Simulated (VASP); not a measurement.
# CuI (F-43m) in VASP: settings compared

The runs below take CuI through single point, with r2SCAN, r2SCAN+U.

Program: VASP 6.6.1. These are calculated values, not measurements. Logs are shortened: lines on timing, memory, paths and dates and some standing lists are left out, and cuts for length are marked.

**1. The cell of the first run**

Symmetry: F-43m, No. 216, cubic system. The conventional cell has a = 6.063 Å, b = 6.063 Å, c = 6.063 Å, α = 90.00°, β = 90.00°, γ = 90.00°. Within 3.5 Å of Cu (site symmetry -43m) lie 4 I at 2.63 Å. Within 3.5 Å of I (site symmetry -43m) lie 4 Cu at 2.63 Å.

**2. Single point, r2SCAN**

POSCAR reads:

```
CuI
1.0
    0.0000000000      3.0315000000      3.0315000000
    3.0315000000      0.0000000000      3.0315000000
    3.0315000000      3.0315000000      0.0000000000
Cu I
1 1
Direct
    0.2500000000      0.2500000000      0.2500000000
    0.0000000000      0.0000000000      0.0000000000
```

INCAR.step1 reads:

```
  PREC = Accurate
  ENCUT = 660
  ISMEAR = 0
  SIGMA = 0.01
  LREAL = False
  LASPH = True
  NELM = 120
  NBANDS = 16
  GGA = PE
  ALGO = Normal
  EDIFF = 1E-5
  LWAVE = True
  LCHARG = False
  GGA_COMPAT = False
```

INCAR.step2 reads:

```
  PREC = Accurate
  ENCUT = 660
  EDIFF = 1E-6
  ISMEAR = 0
  SIGMA = 0.01
  LREAL = False
  LASPH = True
  NELM = 120
  ALGO = Normal
  ISIF = 2
  LWAVE = False
  LCHARG = False
  METAGGA = R2SCAN
  LMIXTAU = True
  NBANDS = 16
  ISTART = 1
  GGA_COMPAT = False
```

KPOINTS reads:

```
regular mesh
0
Gamma
  5 5 5
```

Potentials or basis: VASP PAW PBE potentials, release 64 (Cu, I).

The run is started by

```console
> cat potpaw_PBE.64/Cu/POTCAR potpaw_PBE.64/I/POTCAR > POTCAR
> cp INCAR.step1 INCAR
> mpirun -np 1 vasp_std > vasp.out
> cp INCAR.step2 INCAR
> mpirun -np 1 vasp_std > vasp.out
```

OUTCAR:

```text
PREC = Accurate
   ENCUT = 660
   EDIFF = 1E-6
   ISMEAR = 0
   LREAL = False
   LASPH = True
   NELM = 120
   ISIF = 2
   METAGGA = R2SCAN
   ISTART = 1

 ion  position               nearest neighbor table
   1  0.250  0.250  0.250-   2 2.63   2 2.63   2 2.63   2 2.63
   2  0.000  0.000  0.000-   1 2.63   1 2.63   1 2.63   1 2.63

  LATTYP: Found a face centered cubic cell.
 ALAT       =     6.0630000000

  Lattice vectors:

 A1 = (   0.0000000000,   3.0315000000,   3.0315000000)
 A2 = (   3.0315000000,   0.0000000000,   3.0315000000)
 A3 = (   3.0315000000,   3.0315000000,   0.0000000000)

Analysis of symmetry for initial positions (statically):
=====================================================================
 Subroutine PRICEL returns:
 Original cell was already a primitive cell.

 Routine SETGRP: Setting up the symmetry group for a
 face centered cubic supercell.

 Subroutine GETGRP returns: Found 24 space group operations
 (whereof 24 operations were pure point group operations)
 out of a pool of 48 trial point group operations.

The static configuration has the point symmetry T_d .

Analysis of symmetry for dynamics (positions and initial velocities):
=====================================================================
 Subroutine PRICEL returns:
 Original cell was already a primitive cell.

 Routine SETGRP: Setting up the symmetry group for a
 face centered cubic supercell.

 Subroutine GETGRP returns: Found 24 space group operations
 (whereof 24 operations were pure point group operations)
 out of a pool of 48 trial point group operations.

The dynamic configuration has the point symmetry T_d .

 Subroutine INISYM returns: Found 24 space group operations
 (whereof 24 operations are pure point group operations),
 and found     1 'primitive' translations

----------------------------------------------------------------------------------------

                                     Primitive cell

  volume of cell :      55.7189

  direct lattice vectors                    reciprocal lattice vectors
     0.000000000  3.031500000  3.031500000    -0.164934851  0.164934851  0.164934851
     3.031500000  0.000000000  3.031500000     0.164934851 -0.164934851  0.164934851
     3.031500000  3.031500000  0.000000000     0.164934851  0.164934851 -0.164934851

  length of vectors
     4.287188414  4.287188414  4.287188414     0.285675541  0.285675541  0.285675541

  position of ions in fractional coordinates (direct lattice)
     0.250000000  0.250000000  0.250000000
     0.000000000  0.000000000  0.000000000

  ion indices of the primitive-cell ions
   primitive index   ion index
                 1           1
                 2           2

----------------------------------------------------------------------------------------

 KPOINTS: regular mesh

Automatic generation of k-mesh.
 Grid dimensions read from file:
 generate k-points for:    5    5    5

 Generating k-lattice:

  Cartesian coordinates                     Fractional coordinates (reciprocal lattice)
    -0.032986970  0.032986970  0.032986970     0.200000000  0.000000000  0.000000000
     0.032986970 -0.032986970  0.032986970     0.000000000  0.200000000  0.000000000
     0.032986970  0.032986970 -0.032986970     0.000000000  0.000000000  0.200000000

  Length of vectors
     0.057135108  0.057135108  0.057135108

  Shift w.r.t. Gamma in fractional coordinates (k-lattice)
     0.000000000  0.000000000  0.000000000

 Subroutine IBZKPT returns following result:
 ===========================================

 Found     10 irreducible k-points:

 Following reciprocal coordinates:
            Coordinates               Weight
  0.000000  0.000000  0.000000      1.000000
  0.200000  0.000000  0.000000      8.000000
  0.400000  0.000000  0.000000      8.000000
  0.200000  0.200000  0.000000      6.000000
  0.400000  0.200000  0.000000     24.000000
 -0.400000  0.200000  0.000000     24.000000
 -0.200000  0.200000  0.000000     12.000000
  0.400000  0.400000  0.000000      6.000000
 -0.400000  0.400000  0.000000     12.000000
 -0.400000  0.400000  0.200000     24.000000
   k-points           NKPTS =     10   k-points in BZ     NKDIM =     10   number of bands    NBANDS=     16
   number of dos      NEDOS =    301   number of ions     NIONS =      2
   total plane-waves  NPLWV =  46656
   dimension x,y,z NGX =    36 NGY =   36 NGZ =   36
   dimension x,y,z NGXF=    72 NGYF=   72 NGZF=   72
   ions per type =               1   1
   NGX,Y,Z   is equivalent  to a cutoff of  13.96, 13.96, 13.96 a.u.
   NGXF,Y,Z  is equivalent  to a cutoff of  27.92, 27.92, 27.92 a.u.
 SYSTEM =  unknown system
   PREC   = accura    normal or accurate (medium, high low for compatibility)
   ISTART =      1    job   : 0-new  1-cont  2-samecut
   ICHARG =      0    charge: 1-file 2-atom 10-const
   ISPIN  =      1    spin polarized calculation?
   LNONCOLLINEAR =      F non collinear calculations
   LSORBIT =      F    spin-orbit coupling
   LASPH  =      T    aspherical Exc in radial PAW
   ENCUT  =  660.0 eV  48.51 Ry    6.96 a.u.   8.98  8.98  8.98*2*pi/ulx,y,z
   NELM   =    120;   NELMIN=  2; NELMDL=  0     # of ELM steps
   EDIFF  = 0.1E-05   stopping-criterion for ELM
   LREAL  =      F    real-space projection
   EDIFFG = 0.1E-04   stopping-criterion for IOM
   NSW    =      0    number of steps for IOM
   IBRION =     -1    ionic relax: 0-MD 1-quasi-New 2-CG
   NFREE  =      0    steps in history (QN), initial steepest desc. (CG)
   ISIF   =      2    stress and relaxation
   ISYM   =      2    0-nonsym 1-usesym 2-fastsym
   POTIM  = 0.5000    time-step for ionic-motion
   TEBEG  =    0.0;   TEEND  =   0.0 temperature during run
   PSTRESS=    0.0 pullay stress
   NELECT =      18.0000    total number of electrons
   NUPDOWN=      -1.0000    fix difference up-down
   EMIN   =  10.00;   EMAX   =-10.00  energy-range for DOS
   EFERMI =   0.00;   METHOD = LEGACY
   ISMEAR =     0;   SIGMA  =   0.01  broadening in eV -4-tet -1-fermi 0-gaus
   EFERMI_NEDOS =   21; number of points for ismear=-14 and -15
   IALGO  =     38    algorithm
   IMIX   =      4    mixing-type and parameters
     AMIX     =   0.40;   BMIX     =  1.00
     AMIX_MAG =   1.60;   BMIX_MAG =  1.00
  volume/ion in A,a.u.               =      27.86       188.00
  Fermi-wavevector in a.u.,A,eV,Ry     =   1.123306  2.122741 17.168055  1.261816
  Thomas-Fermi vector in A             =   2.259971
   LORBIT       =      0    0 simple, 1 ext, 2 COOP (PROOUT), +10 PAW based schemes
   METAGGA = R2SCAN    functional components
   LHFCALC =     F    Hartree Fock is set to
   AEXX    =    0.0000 exact exchange contribution
   IVDW    =     0    specifies the selected vdW correction
   LEPSILON=     F    determine dielectric tensor
   LRPA    =     F    only Hartree local field effects (RPA)
 non-spin polarized calculation
 Gauss-broadening in eV      SIGMA  =   0.01
  energy-cutoff  :      660.00
  volume of cell :       55.72
 maximum number of plane-waves:      2156
   NGX = 17   NGY = 17   NGZ = 17

 number of electron      18.0000006 magnetization

 Free energy of the ion-electron system (eV)
  ---------------------------------------------------
  ext. energy  EPLUGINS =         0.00000000
  ---------------------------------------------------
  free energy    TOTEN  =       -35.78835405 eV

  energy without entropy =      -35.78835405  energy(sigma->0) =      -35.78835405

 E-fermi :   4.3263     XC(G=0):  -9.4479

 val. band max:        4.2615230208   @ k =   0.0000   0.0000   0.0000
 cond. band min:       5.8753680541   @ k =   0.0000   0.0000   0.0000
 fundamental gap:      1.6138450333
 Fermi energy:         4.3262769841

 k-point     1 :       0.0000    0.0000    0.0000
  band No.  band energies     occupation
      1     -10.2609      2.00000
      2       0.4620      2.00000
      3       0.4620      2.00000
      4       0.4620      2.00000
      5       2.4277      2.00000
      6       2.4277      2.00000
[... 8 lines left out ...]
     15      14.2554      0.00000
     16      14.2554      0.00000

 k-point     2 :       0.2000    0.0000    0.0000
  band No.  band energies     occupation
      1     -10.0773      2.00000
      2      -0.2408      2.00000
      3       0.4722      2.00000
      4       0.4722      2.00000
      5       2.4174      2.00000
      6       2.4174      2.00000
[... 8 lines left out ...]
     15      13.3244      0.00000
     16      13.8119      0.00000

 k-point     3 :       0.4000    0.0000    0.0000
  band No.  band energies     occupation
      1      -9.7435      2.00000
      2      -1.3467      2.00000
      3       0.4797      2.00000
      4       0.4797      2.00000
      5       2.4432      2.00000
      6       2.4432      2.00000
[... 8 lines left out ...]
     15      14.6587      0.00000
     16      14.6587      0.00000

 k-point     4 :       0.2000    0.2000    0.0000
  band No.  band energies     occupation
      1     -10.0158      2.00000
      2      -0.2894      2.00000
      3       0.4136      2.00000
      4       0.4136      2.00000
      5       2.3551      2.00000
      6       2.4591      2.00000
[... 8 lines left out ...]
     15      14.6634      0.00000
     16      15.4723      0.00000

 k-point     5 :       0.4000    0.2000    0.0000
  band No.  band energies     occupation
      1      -9.7259      2.00000
      2      -1.0369      2.00000
      3       0.2232      2.00000
      4       0.4050      2.00000
      5       2.3566      2.00000
      6       2.4770      2.00000
[... 8 lines left out ...]
     15      15.5062      0.00000
     16      15.6780      0.00000

 k-point     6 :      -0.4000    0.2000    0.0000
  band No.  band energies     occupation
      1      -9.6027      2.00000
      2      -1.2678      2.00000
      3      -0.0757      2.00000
      4       0.4612      2.00000
      5       2.3638      2.00000
      6       2.4278      2.00000
[... 8 lines left out ...]
     15      14.3145      0.00000
     16      15.7227      0.00000

 k-point     7 :      -0.2000    0.2000    0.0000
  band No.  band energies     occupation
      1      -9.8381      2.00000
      2      -0.7637      2.00000
      3       0.1347      2.00000
      4       0.5072      2.00000
      5       2.3788      2.00000
      6       2.4540      2.00000
[... 8 lines left out ...]
     15      15.0191      0.00000
     16      15.8943      0.00000

 k-point     8 :       0.4000    0.4000    0.0000
  band No.  band energies     occupation
      1      -9.5680      2.00000
      2      -1.3374      2.00000
      3       0.3355      2.00000
      4       0.3355      2.00000
      5       2.3188      2.00000
      6       2.5100      2.00000
[... 8 lines left out ...]
     15      15.6987      0.00000
     16      18.0317      0.00000

 k-point     9 :      -0.4000    0.4000    0.0000
  band No.  band energies     occupation
      1      -9.4887      2.00000
      2      -1.2871      2.00000
      3      -0.1672      2.00000
      4       0.3693      2.00000
      5       2.3076      2.00000
      6       2.4691      2.00000
[... 8 lines left out ...]
     15      15.1584      0.00000
     16      17.7996      0.00000

 k-point    10 :      -0.4000    0.4000    0.2000
  band No.  band energies     occupation
      1      -9.5341      2.00000
      2      -1.0942      2.00000
      3      -0.2934      2.00000
      4       0.3216      2.00000
      5       2.3651      2.00000
      6       2.3844      2.00000
[... 8 lines left out ...]
     15      15.4511      0.00000
     16      17.7611      0.00000

------------------------ aborting loop because EDIFF is reached ----------------------------------------

  FORCE on cell =-STRESS in cart. coord.  units (eV):
  Direction    XX          YY          ZZ          XY          YZ          ZX
  --------------------------------------------------------------------------------------
  -------------------------------------------------------------------------------------
  Total       -0.2886161     -0.2886161     -0.2886161      0.0000000      0.0000000     -0.0000000
  in kB       -8.2990505     -8.2990505     -8.2990505      0.0000000      0.0000000     -0.0000000
  external PRESSURE =      -8.2990505 kB  Pullay stress =       0.0000000 kB

 VOLUME and BASIS-vectors are now :
 -----------------------------------------------------------------------------
  energy-cutoff  :      660.00
  volume of cell :       55.72
      direct lattice vectors                 reciprocal lattice vectors
     0.000000000  3.031500000  3.031500000    -0.164934851  0.164934851  0.164934851
     3.031500000  0.000000000  3.031500000     0.164934851 -0.164934851  0.164934851
     3.031500000  3.031500000  0.000000000     0.164934851  0.164934851 -0.164934851

 POSITION                                       TOTAL-FORCE (eV/Angst)
 -----------------------------------------------------------------------------------
      1.51575      1.51575      1.51575        -0.000000     -0.000000     -0.000000
      0.00000      0.00000      0.00000         0.000000      0.000000      0.000000
 -----------------------------------------------------------------------------------
    total drift:                               -0.000000     -0.000000     -0.000000

  FREE ENERGIE OF THE ION-ELECTRON SYSTEM (eV)
  ---------------------------------------------------
  free  energy   TOTEN  =       -35.7883540493 eV

  energy  without entropy=      -35.7883540493  energy(sigma->0) =      -35.78835405
```

Run time: 1.8 min. Hardware: 1 thread of Intel Xeon 8259CL, shared host; peak memory 0.22 GiB.

What came out:

```yaml
Free_energy: -35.7884 eV
Pressure: -0.8 GPa
Band_gap_on_the_k_mesh: 1.61 eV
```

Caveat: the PAW data sets were made with another functional, which shifts forces and pressure a little; spin-orbit coupling is left out, which moves the levels of the heavy elements. r2SCAN opens gaps a little over a GGA but as a rule still falls short of measured ones.

**3. Single point, r2SCAN+U**

POSCAR is that of step 2.

INCAR.step1 reads:

```
ALGO = Normal ; EDIFF = 1E-5
ENCUT = 660 ; GGA = PE
GGA_COMPAT = F ; ISMEAR = 0
LASPH = T ; LCHARG = F
LDAU = T ; LDAUJ = 0 0
LDAUL = 2 -1 ; LDAUTYPE = 2
LDAUU = 2 0 ; LMAXMIX = 4
LREAL = F ; LWAVE = T
NBANDS = 16 ; NELM = 200
PREC = Accurate ; SIGMA = 0.01
```

INCAR.step2 reads:

```
ALGO = Normal ; EDIFF = 1E-6
ENCUT = 660 ; GGA_COMPAT = F
ISIF = 2 ; ISMEAR = 0
ISTART = 1 ; LASPH = T
LCHARG = F ; LDAU = T
LDAUJ = 0 0 ; LDAUL = 2 -1
LDAUPRINT = 1 ; LDAUTYPE = 2
LDAUU = 2 0 ; LMAXMIX = 4
LMIXTAU = T ; LREAL = F
LWAVE = F ; METAGGA = R2SCAN
NBANDS = 16 ; NELM = 200
PREC = Accurate ; SIGMA = 0.01
```

KPOINTS reads:

```
k-points
0
Gamma
  5 5 5
```

Potentials or basis: VASP PAW PBE potentials, release 64 (Cu, I).

The run is started by

```console
> cat potpaw_PBE.64/Cu/POTCAR potpaw_PBE.64/I/POTCAR > POTCAR
> cp INCAR.step1 INCAR
> mpirun -np 1 vasp_std > vasp.out
> cp INCAR.step2 INCAR
> mpirun -np 1 vasp_std > vasp.out
```

Wall time 88 s (1 thread of Intel Xeon 8259CL, shared host); peak memory 0.22 GiB.

Results (log left out):

```
Free energy            : -35.2387 eV
Pressure               : -0.5 GPa
Band gap on the k mesh : 1.95 eV
```

Levels at points of the mesh, in eV from the valence-band top:
```
           k point  band 5  band 6  band 7  band 8  band 9  band 10  band 11  band 12  band 13  band 14
(0.00, 0.00, 0.00)   -2.03   -2.03    0.00    0.00    0.00     1.95     5.58     5.58     5.58     8.96
```

Eigenvalues of the final occupation matrices:
```
    site  spin  trace               eigenvalues
site 1 d     1   4.72  0.94 0.94 0.95 0.95 0.95
site 1 d     2   4.72  0.94 0.94 0.95 0.95 0.95
```

Caveat: the PAW data sets were made with another functional, which shifts forces and pressure a little; spin-orbit coupling is left out, which moves the levels of the heavy elements.

(Continued in part 2 of 2.)
